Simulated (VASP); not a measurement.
# CrPb (Pm-3m) in VASP: further runs

CrPb is run at these levels: PBEsol; tasks: single point.

Everything below comes from runs of VASP 6.6.1. Logs are shortened: lines on timing, memory, paths and dates and some standing lists are left out, and cuts for length are marked.

### 1 The cell of the first run

Symmetry: Pm-3m, No. 221, cubic system. Conventional cell: a = 3.486 Å, b = 3.486 Å, c = 3.486 Å, α = 90.00°, β = 90.00°, γ = 90.00°. Within 4.0 Å of Cr (site symmetry m-3m) lie 8 Pb at 3.02 Å and 6 Cr at 3.49 Å. Pb (site symmetry m-3m) has 8 Cr at 3.02 Å and 6 Pb at 3.49 Å within 4.0 Å.

### 2 Single point, PBEsol, collinear spin, ferromagnetic start

INCAR

```
PREC     = Accurate       # precision mode
ENCUT    = 520            # plane-wave cutoff, eV
EDIFF    = 1E-6           # SCF threshold, eV
ISMEAR   = 0              # smearing method
SIGMA    = 0.1            # smearing width, eV
LREAL    = F              # projectors in reciprocal space
LASPH    = T              # aspherical terms in the spheres
NELM     = 150            # most SCF steps
ALGO     = Fast           # electronic algorithm
ISIF     = 2              # what is computed and relaxed
LWAVE    = F              # write WAVECAR
LCHARG   = F              # write CHGCAR
ISPIN    = 2              # spin polarisation
MAGMOM   = 3.9 0          # initial moments
LORBIT   = 11             # projections on sites
LMAXMIX  = 4              # l up to which the mixer works
GGA      = PS             # functional
NBANDS   = 24             # bands
```

KPOINTS

```
Automatic mesh
0
Gamma
  12 12 12
```

POSCAR

```
CrPb
1.0
    3.4858517531      0.0000000000      0.0000000000
    0.0000000000      3.4858517531      0.0000000000
    0.0000000000      0.0000000000      3.4858517531
Cr Pb
1 1
Direct
    0.0000000000      0.0000000000      0.0000000000
    0.5000000000      0.5000000000      0.5000000000
```

Potentials or basis: VASP PAW PBE potentials, release 64 (Cr_pv, Pb_d).

On the command line:

```
cat potpaw_PBE.64/Cr_pv/POTCAR potpaw_PBE.64/Pb_d/POTCAR > POTCAR
mpirun -np 1 vasp_std > vasp.out
```

OUTCAR:

```text
PREC = Accurate
   ENCUT = 520
   EDIFF = 1E-6
   ISMEAR = 0
   LREAL = F
   LASPH = T
   NELM = 150
   ISIF = 2
   ISPIN = 2
   LORBIT = 11
   GGA = PS

 ion  position               nearest neighbor table
   1  0.000  0.000  0.000-   2 3.02   2 3.02   2 3.02   2 3.02   2 3.02   2 3.02   2 3.02   2 3.02

   2  0.500  0.500  0.500-   1 3.02   1 3.02   1 3.02   1 3.02   1 3.02   1 3.02   1 3.02   1 3.02

  LATTYP: Found a simple cubic cell.
 ALAT       =     3.4858517531

  Lattice vectors:

 A1 = (   3.4858517531,   0.0000000000,   0.0000000000)
 A2 = (   0.0000000000,   3.4858517531,   0.0000000000)
 A3 = (   0.0000000000,   0.0000000000,   3.4858517531)

Analysis of symmetry for initial positions (statically):
=====================================================================
 Subroutine PRICEL returns:
 Original cell was already a primitive cell.

 Routine SETGRP: Setting up the symmetry group for a
 simple cubic supercell.

 Subroutine GETGRP returns: Found 48 space group operations
 (whereof 48 operations were pure point group operations)
 out of a pool of 48 trial point group operations.

The static configuration has the point symmetry O_h .

Analysis of symmetry for dynamics (positions and initial velocities):
=====================================================================
 Subroutine PRICEL returns:
 Original cell was already a primitive cell.

 Routine SETGRP: Setting up the symmetry group for a
 simple cubic supercell.

 Subroutine GETGRP returns: Found 48 space group operations
 (whereof 48 operations were pure point group operations)
 out of a pool of 48 trial point group operations.

The dynamic configuration has the point symmetry O_h .

Analysis of structural, dynamic, and magnetic symmetry:
=====================================================================
 Subroutine PRICEL returns:
 Original cell was already a primitive cell.

 Routine SETGRP: Setting up the symmetry group for a
 simple cubic supercell.

 Subroutine GETGRP returns: Found 48 space group operations
 (whereof 48 operations were pure point group operations)
 out of a pool of 48 trial point group operations.

The overall configuration has the point symmetry O_h .

 Subroutine INISYM returns: Found 48 space group operations
 (whereof 48 operations are pure point group operations),
 and found     1 'primitive' translations

----------------------------------------------------------------------------------------

                                     Primitive cell

  volume of cell :      42.3572

  direct lattice vectors                    reciprocal lattice vectors
     3.485851753  0.000000000  0.000000000     0.286873932  0.000000000  0.000000000
     0.000000000  3.485851753  0.000000000     0.000000000  0.286873932  0.000000000
     0.000000000  0.000000000  3.485851753     0.000000000  0.000000000  0.286873932

  length of vectors
     3.485851753  3.485851753  3.485851753     0.286873932  0.286873932  0.286873932

  position of ions in fractional coordinates (direct lattice)
     0.000000000  0.000000000  0.000000000
     0.500000000  0.500000000  0.500000000

  ion indices of the primitive-cell ions
   primitive index   ion index
                 1           1
                 2           2

----------------------------------------------------------------------------------------

 KPOINTS: Automatic mesh

Automatic generation of k-mesh.
 Grid dimensions read from file:
 generate k-points for:   12   12   12

 Generating k-lattice:

  Cartesian coordinates                     Fractional coordinates (reciprocal lattice)
     0.023906161  0.000000000  0.000000000     0.083333333  0.000000000  0.000000000
     0.000000000  0.023906161  0.000000000     0.000000000  0.083333333  0.000000000
     0.000000000  0.000000000  0.023906161     0.000000000  0.000000000  0.083333333

  Length of vectors
     0.023906161  0.023906161  0.023906161

  Shift w.r.t. Gamma in fractional coordinates (k-lattice)
     0.000000000  0.000000000  0.000000000

 Subroutine IBZKPT returns following result:
 ===========================================

 Found     84 irreducible k-points:

 Following reciprocal coordinates:
            Coordinates               Weight
  0.000000  0.000000  0.000000      1.000000
  0.083333  0.000000  0.000000      6.000000
  0.166667  0.000000  0.000000      6.000000
  0.250000  0.000000  0.000000      6.000000
  0.333333  0.000000  0.000000      6.000000
  0.416667  0.000000  0.000000      6.000000
[... 16 lines left out ...]
  0.333333  0.333333  0.000000     12.000000
  0.416667  0.333333  0.000000     24.000000
 [... further k-points ...]
   k-points           NKPTS =     84   k-points in BZ     NKDIM =     84   number of bands    NBANDS=     24
   number of dos      NEDOS =    301   number of ions     NIONS =      2
   total plane-waves  NPLWV =  21952
   dimension x,y,z NGX =    28 NGY =   28 NGZ =   28
   dimension x,y,z NGXF=    56 NGYF=   56 NGZF=   56
   ions per type =               1   1
   NGX,Y,Z   is equivalent  to a cutoff of  13.35, 13.35, 13.35 a.u.
   NGXF,Y,Z  is equivalent  to a cutoff of  26.71, 26.71, 26.71 a.u.
 SYSTEM =  unknown system
   PREC   = accura    normal or accurate (medium, high low for compatibility)
   ISTART =      0    job   : 0-new  1-cont  2-samecut
   ICHARG =      2    charge: 1-file 2-atom 10-const
   ISPIN  =      2    spin polarized calculation?
   LNONCOLLINEAR =      F non collinear calculations
   LSORBIT =      F    spin-orbit coupling
   LASPH  =      T    aspherical Exc in radial PAW
   ENCUT  =  520.0 eV  38.22 Ry    6.18 a.u.   6.48  6.48  6.48*2*pi/ulx,y,z
   NELM   =    150;   NELMIN=  2; NELMDL= -5     # of ELM steps
   EDIFF  = 0.1E-05   stopping-criterion for ELM
   LREAL  =      F    real-space projection
[... 7 lines left out ...]
   TEBEG  =    0.0;   TEEND  =   0.0 temperature during run
   PSTRESS=    0.0 pullay stress
   NELECT =      26.0000    total number of electrons
   NUPDOWN=      -1.0000    fix difference up-down
   EMIN   =  10.00;   EMAX   =-10.00  energy-range for DOS
   EFERMI =   0.00;   METHOD = LEGACY
   ISMEAR =     0;   SIGMA  =   0.10  broadening in eV -4-tet -1-fermi 0-gaus
   EFERMI_NEDOS =   21; number of points for ismear=-14 and -15
   IALGO  =     68    algorithm
   IMIX   =      4    mixing-type and parameters
     AMIX     =   0.40;   BMIX     =  1.00
     AMIX_MAG =   1.60;   BMIX_MAG =  1.00
  volume/ion in A,a.u.               =      21.18       142.92
  Fermi-wavevector in a.u.,A,eV,Ry     =   1.391309  2.629193 26.337364  1.935742
  Thomas-Fermi vector in A             =   2.515161
   LORBIT       =     11    0 simple, 1 ext, 2 COOP (PROOUT), +10 PAW based schemes
   GGA     = PS    functional components
   LHFCALC =     F    Hartree Fock is set to
   AEXX    =    0.0000 exact exchange contribution
   IVDW    =     0    specifies the selected vdW correction
   LEPSILON=     F    determine dielectric tensor
   LRPA    =     F    only Hartree local field effects (RPA)
 spin polarized calculation
 RMM-DIIS sequential band-by-band and
 Gauss-broadening in eV      SIGMA  =   0.10
  energy-cutoff  :      520.00
  volume of cell :       42.36
 maximum number of plane-waves:      1189
 NGX is ok and might be reduce to    28
   NGX = 13   NGY = 13   NGZ = 13

 number of electron      26.0000006 magnetization       4.0231116

 Free energy of the ion-electron system (eV)
  ---------------------------------------------------
  ext. energy  EPLUGINS =         0.00000000
  ---------------------------------------------------
  free energy    TOTEN  =       -12.74685634 eV

  energy without entropy =      -12.74095406  energy(sigma->0) =      -12.74390520

 E-fermi :   8.3495     XC(G=0): -11.3163

 val. band max:        8.3393961149   @ k =   0.4167   0.3333   0.1667
 cond. band min:       8.3586012857   @ k =   0.2500   0.1667   0.1667
 fundamental gap:      0.0192051708
 Fermi energy:         8.3494967920

 spin component 1

 k-point     1 :       0.0000    0.0000    0.0000
  band No.  band energies     occupation
      1     -35.5471      1.00000
      2     -35.5471      1.00000
      3     -35.5471      1.00000
      4      -8.6088      1.00000
      5      -8.6088      1.00000
      6      -8.3378      1.00000
[... 16 lines left out ...]
     23      22.1542      0.00000
     24      22.1543      0.00000

 k-point     2 :       0.0833    0.0000    0.0000
  band No.  band energies     occupation
      1     -35.5483      1.00000
      2     -35.5470      1.00000
      3     -35.5470      1.00000
      4      -8.6070      1.00000
      5      -8.5912      1.00000
      6      -8.3437      1.00000
[... 586 lines left out ...]
 k-point    24 :       0.4167    0.3333    0.0000
  band No.  band energies     occupation
      1     -35.5623      1.00000
      2     -35.5588      1.00000
      3     -35.5447      1.00000
      4      -8.5330      1.00000
      5      -8.4883      1.00000
      6      -8.4210      1.00000
[... 16 lines left out ...]
     23      21.2539      0.00000
     24      22.0021      0.00000

 [... further k-points ...]

 spin component 2

 k-point     1 :       0.0000    0.0000    0.0000
  band No.  band energies     occupation
      1     -31.9400      1.00000
      2     -31.9400      1.00000
      3     -31.9400      1.00000
      4      -8.6278      1.00000
      5      -8.6278      1.00000
      6      -8.3316      1.00000
[... 16 lines left out ...]
     23      22.4627      0.00000
     24      22.4627      0.00000

 k-point     2 :       0.0833    0.0000    0.0000
  band No.  band energies     occupation
      1     -31.9415      1.00000
      2     -31.9399      1.00000
      3     -31.9399      1.00000
      4      -8.6262      1.00000
      5      -8.6100      1.00000
      6      -8.3374      1.00000
[... 586 lines left out ...]
 k-point    24 :       0.4167    0.3333    0.0000
  band No.  band energies     occupation
      1     -31.9582      1.00000
      2     -31.9540      1.00000
      3     -31.9371      1.00000
      4      -8.5185      1.00000
      5      -8.5073      1.00000
      6      -8.4127      1.00000
[... 16 lines left out ...]
     23      21.6265      0.00000
     24      22.8091      0.00000

 [... further k-points ...]

------------------------ aborting loop because EDIFF is reached ----------------------------------------

  FORCE on cell =-STRESS in cart. coord.  units (eV):
  Direction    XX          YY          ZZ          XY          YZ          ZX
  --------------------------------------------------------------------------------------
  -------------------------------------------------------------------------------------
  Total       -0.0063345     -0.0063345     -0.0063345      0.0000000      0.0000000     -0.0000000
  in kB       -0.2396045     -0.2396045     -0.2396045      0.0000000      0.0000000     -0.0000000
  external PRESSURE =      -0.2396045 kB  Pullay stress =       0.0000000 kB

 VOLUME and BASIS-vectors are now :
 -----------------------------------------------------------------------------
  energy-cutoff  :      520.00
  volume of cell :       42.36
      direct lattice vectors                 reciprocal lattice vectors
     3.485851753  0.000000000  0.000000000     0.286873932  0.000000000  0.000000000
     0.000000000  3.485851753  0.000000000     0.000000000  0.286873932  0.000000000
     0.000000000  0.000000000  3.485851753     0.000000000  0.000000000  0.286873932

 POSITION                                       TOTAL-FORCE (eV/Angst)
 -----------------------------------------------------------------------------------
      0.00000      0.00000      0.00000         0.000000      0.000000      0.000000
      1.74293      1.74293      1.74293         0.000000      0.000000      0.000000
 -----------------------------------------------------------------------------------
    total drift:                                0.000000      0.000000      0.000000

  FREE ENERGIE OF THE ION-ELECTRON SYSTEM (eV)
  ---------------------------------------------------
  free  energy   TOTEN  =       -12.7468563370 eV

  energy  without entropy=      -12.7409540563  energy(sigma->0) =      -12.74390520

 total charge

# of ion       s       p       d       tot
------------------------------------------
    1        0.232   6.134   4.171  10.537
    2        1.303   0.978   9.815  12.096
--------------------------------------------------
tot          1.535   7.113  13.986  22.634

 magnetization (x)

# of ion       s       p       d       tot
------------------------------------------
    1        0.045   0.026   3.609   3.680
    2        0.005  -0.074   0.022  -0.047
--------------------------------------------------
tot          0.050  -0.048   3.631   3.633
```

Wall time 1.8 min (1 thread of Intel Xeon Platinum 8488C (Sapphire Rapids), shared host); peak memory 0.27 GiB.

Results:

- Free energy: -12.7469 eV
- Pressure: 0.0 GPa
- Band gap on the k mesh: zero (filled and empty bands overlap)
- Net moment: 4.02 μB per cell
- Site moments: Cr +3.68; Pb -0.05 μB
- Valence electrons inside the program's atomic spheres: Cr 10.54; Pb 12.10

Caveat: an empty level that is flat over the whole mesh can mark a ghost state of the potentials, or a narrow d or f band; the PAW data sets were made with another functional, which shifts forces and pressure a little; spin-orbit coupling is left out, which moves the levels of the heavy elements.

### 3 Single point, PBEsol, collinear spin, ferromagnetic start

INCAR

```
SYSTEM = CrPb
PREC = Accurate ; ENCUT = 520
EDIFF = 1E-6 ; ISMEAR = 0
SIGMA = 0.1 ; LREAL = .FALSE.
LASPH = .TRUE. ; NELM = 150
ALGO = Fast ; ISIF = 2
LWAVE = .FALSE. ; LCHARG = .FALSE.
ISPIN = 2 ; MAGMOM = 4.15 0
LORBIT = 11 ; LMAXMIX = 4
GGA = PS ; NBANDS = 24
```

KPOINTS

```
Automatic mesh
0
G
  12 12 12
  0 0 0
```

POSCAR is that of step 2.

Potentials or basis: VASP PAW PBE potentials, release 64 (Cr_pv, Pb_d).

On the command line:

```
cat potpaw_PBE.64/Cr_pv/POTCAR potpaw_PBE.64/Pb_d/POTCAR > POTCAR
mpirun -np 1 vasp_std > vasp.out
```

It took 1.9 min on 1 thread of Intel Xeon Platinum 8488C (Sapphire Rapids), shared host; peak memory 0.27 GiB.

Results (log left out):

```
Free energy                                           : -12.7469 eV
Pressure                                              : 0.0 GPa
Band gap on the k mesh                                : zero (filled and empty bands overlap)
Net moment                                            : 4.02 μB per cell
Site moments                                          : Cr +3.68; Pb -0.05 μB
Valence electrons inside the program's atomic spheres : Cr 10.54; Pb 12.10
```

Levels at points of the mesh, in eV from the Fermi level:
Spin up:
```
           k point  band 11  band 12  band 13  band 14  band 15  band 16  band 17  band 18  band 19  band 20
(0.00, 0.00, 0.00)    -2.20    -0.92    -0.92    -0.92     1.93     1.93     1.93     3.84     6.23     8.04
(0.50, 0.00, 0.00)    -2.14    -1.81    -1.81    -0.96    -0.48     5.88     5.88     6.23     6.25     8.19
(0.50, 0.50, 0.00)    -3.49    -2.25    -1.23    -1.23    -0.61    -0.22     1.25     6.15     6.23     8.90
(0.50, 0.50, 0.50)    -3.72    -3.72    -0.58    -0.58     2.16     2.16     2.16     2.42     2.42     2.42
```
Spin down:
```
           k point  band 8  band 9  band 10  band 11  band 12  band 13  band 14  band 15
(0.00, 0.00, 0.00)  -16.68  -11.44     0.57     0.57     2.33     2.33     2.33     2.34
(0.50, 0.00, 0.00)  -16.67   -9.44    -5.32     0.67     0.67     0.75     2.28     2.92
(0.50, 0.50, 0.00)  -16.53   -7.98    -3.13    -3.13    -0.03     1.84     1.84     2.80
(0.50, 0.50, 0.50)  -16.52   -5.96    -2.60    -2.60    -2.60     2.97     2.97     3.16
```

Caveat: an empty level that is flat over the whole mesh can mark a ghost state of the potentials, or a narrow d or f band; the PAW data sets were made with another functional, which shifts forces and pressure a little; spin-orbit coupling is left out, which moves the levels of the heavy elements.

### 4 Single point, PBEsol, collinear spin, ferromagnetic start

INCAR

```
SYSTEM = CrPb
  PREC = Accurate
  ENCUT = 520
  EDIFF = 1E-6
  ISMEAR = 0
  SIGMA = 0.1
  LREAL = .FALSE.
  LASPH = .TRUE.
  NELM = 150
  ALGO = Normal
  ISIF = 2
  LWAVE = .FALSE.
  LCHARG = .TRUE.
  ISPIN = 2
  MAGMOM = 3 0
  LORBIT = 11
  LMAXMIX = 4
  GGA = PS
  LELF = .TRUE.
  LVHAR = .TRUE.
  NBANDS = 24
```

KPOINTS

```
regular mesh
0
G
  12 12 12
  0 0 0
```

POSCAR is that of step 3.

On the command line:

```
cat potpaw_PBE.64/Cr_pv/POTCAR potpaw_PBE.64/Pb_d/POTCAR > POTCAR
mpirun -np 1 vasp_std > vasp.out
```

Run time: 95 s. Hardware: 1 thread of Intel Xeon Platinum 8488C (Sapphire Rapids), shared host; peak memory 0.27 GiB.

The run converged. Its results:

* Free energy: -12.7469 eV
* Pressure: 0.0 GPa
* Band gap on the k mesh: zero (filled and empty bands overlap)
* Net moment: 4.02 μB per cell
* Site moments: Cr +3.68; Pb -0.05 μB
* Valence electrons inside the program's atomic spheres: Cr 10.54; Pb 12.10

Levels at points of the mesh, in eV from the Fermi level:
Spin up:
```csv
k point,band 11,band 12,band 13,band 14,band 15,band 16,band 17,band 18,band 19,band 20
"(0.00, 0.00, 0.00)",-2.20,-0.92,-0.92,-0.92,1.93,1.93,1.93,3.84,6.22,8.04
"(0.50, 0.00, 0.00)",-2.14,-1.81,-1.81,-0.96,-0.48,5.88,5.88,6.22,6.25,8.19
"(0.50, 0.50, 0.00)",-3.49,-2.25,-1.23,-1.23,-0.61,-0.22,1.25,6.15,6.22,8.90
"(0.50, 0.50, 0.50)",-3.72,-3.72,-0.58,-0.58,2.16,2.16,2.16,2.42,2.42,2.42
```
Spin down:
| k point | band 8 | band 9 | band 10 | band 11 | band 12 | band 13 | band 14 | band 15 |
| --- | --- | --- | --- | --- | --- | --- | --- | --- |
| (0.00, 0.00, 0.00) | -16.68 | -11.44 | 0.57 | 0.57 | 2.33 | 2.33 | 2.33 | 2.34 |
| (0.50, 0.00, 0.00) | -16.67 | -9.44 | -5.32 | 0.67 | 0.67 | 0.75 | 2.28 | 2.93 |
| (0.50, 0.50, 0.00) | -16.53 | -7.98 | -3.13 | -3.13 | -0.03 | 1.84 | 1.84 | 2.80 |
| (0.50, 0.50, 0.50) | -16.52 | -5.96 | -2.60 | -2.60 | -2.60 | 2.97 | 2.97 | 3.16 |

Caveat: an empty level that is flat over the whole mesh can mark a ghost state of the potentials, or a narrow d or f band; the PAW data sets were made with another functional, which shifts forces and pressure a little; spin-orbit coupling is left out, which moves the levels of the heavy elements.
